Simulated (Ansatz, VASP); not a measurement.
ZnO: VASP beside Ansatz

```
Zn O
1.0
     3.20062    0.00000    0.00000
    -1.60031    2.77181    0.00000
     0.00000    0.00000    5.17417
Zn O
2 2
Direct
  0.33333 0.66667 0.50027
  0.66667 0.33333 0.00027
  0.66667 0.33333 0.37874
  0.33333 0.66667 0.87874
```

Alike in both runs: task single point; functional LDA; k mesh 8 × 8 × 4; no spin polarisation.

|  | VASP | Ansatz |
| --- | --- | --- |
| version | VASP 6.6.1 | Ansatz 0.2.0 |
| potentials or method | VASP PAW LDA potentials, release 64 (Zn, O), cutoff 520 eV | all-electron LAPW, scalar-relativistic |
| occupations | gaussian, width 0.01 eV | fixed |

|  | VASP | Ansatz | Ansatz less VASP |
| --- | --- | --- | --- |
| gap on the k mesh at the Fermi level (eV) | 0.79 | 0.79 | +0.004 |
| pressure (GPa) | -0.8 | -2.0 | -1.18 |

LDA's correlation is that of Perdew and Zunger in VASP and of Perdew and Wang (1992) in Ansatz. Ansatz ran all-electron here, and VASP with PAW potentials.
